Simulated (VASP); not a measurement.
A run of VASP 6.6.1:

File INCAR:

```
ALGO = Normal
EDIFF = 1E-6
ENCUT = 520
GGA = PE
ISIF = 2
ISMEAR = -1
LASPH = T
LCHARG = T
LELF = T
LREAL = F
LVHAR = T
LWAVE = F
NBANDS = 11
NELM = 80
PREC = Accurate
SIGMA = 0.05
```

Contents of KPOINTS:

```
k-points
0
Gamma
  12 12 12
```

File POSCAR:

```
BN
1.0
    1.2511217832      0.7223354983      3.3729344033
   -1.2511217832      0.7223354983      3.3729344033
    0.0000000000     -1.4446709966      3.3729344033
N B
1 1
Direct
    0.6672382000      0.6672382000      0.6672382000
    0.0003288000      0.0003288000      0.0003288000
```

Potentials or basis: VASP PAW PBE potentials, release 64 (N, B).

Run with:

```sh
$ cat potpaw_PBE.64/N/POTCAR potpaw_PBE.64/B/POTCAR > POTCAR
$ mpirun -np 1 vasp_std > vasp.out
```

Hardware: 1 thread of Intel(R) Xeon(R) Platinum 8488C (Sapphire Rapids) (shared host).

Question: How long does it take, and how much memory?

Answer: Run time: 36 s on 1 thread of Intel(R) Xeon(R) Platinum 8488C (Sapphire Rapids), with other jobs on the host, peak memory 0.17 GiB. Counts: scf iterations 13, k points 189.
